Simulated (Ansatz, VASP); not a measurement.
**Two plane-wave programs on Cd4Te**

```
CELL_PARAMETERS angstrom
-3.75442 3.75442 2.25034
3.75442 -3.75442 2.25034
3.75442 3.75442 -2.25034
ATOMIC_POSITIONS crystal
Cd 0.40645 0.19282 0.59927
Cd 0.19282 0.59355 0.78638
Cd 0.59355 0.80718 0.40073
Cd 0.80718 0.40645 0.21362
Te 0.00000 0.00000 0.00000
```

Change from the starting cell: species swapped into the LuAg4 type (I4/m, No. 87).

Alike in both runs: functional PBE; k mesh 4 × 4 × 4; occupations gaussian, width 0.1 eV; no spin polarisation.

Ansatz relaxed the structure, and its values are those at the end. VASP's run is a single point on that final structure, the one shown.

|  | VASP | Ansatz |
| --- | --- | --- |
| version | VASP 6.6.1 | Ansatz 0.2.0 |
| potentials or method | VASP PAW PBE potentials, release 64 (Cd, Te), cutoff 520 eV | scalar-relativistic, plane waves, PAW |
| valence electrons in the cell | 54 | 96 |

Ansatz gave:

```
gap on the k mesh at the Fermi level (eV) : none
pressure (GPa)                            : -0.2
rms of the force components (eV/Å)        : 0.012
```

Problem. Which values does VASP return?

Solution. gap on the k mesh at the Fermi level (eV): none; pressure (GPa): -0.1; rms of the force components (eV/Å): 0.010.

A gap of «none» marks a metal or a gap that the smearing closes. The functional is the same, so the differences come from potentials, cutoffs and numerics. VASP's potentials hold 54 valence electrons a cell and Ansatz's 96, so a difference there can come from the potentials and not from the codes.

The k mesh is coarse, so the values compare programs but aren't converged. Neither program's run includes spin-orbit coupling.
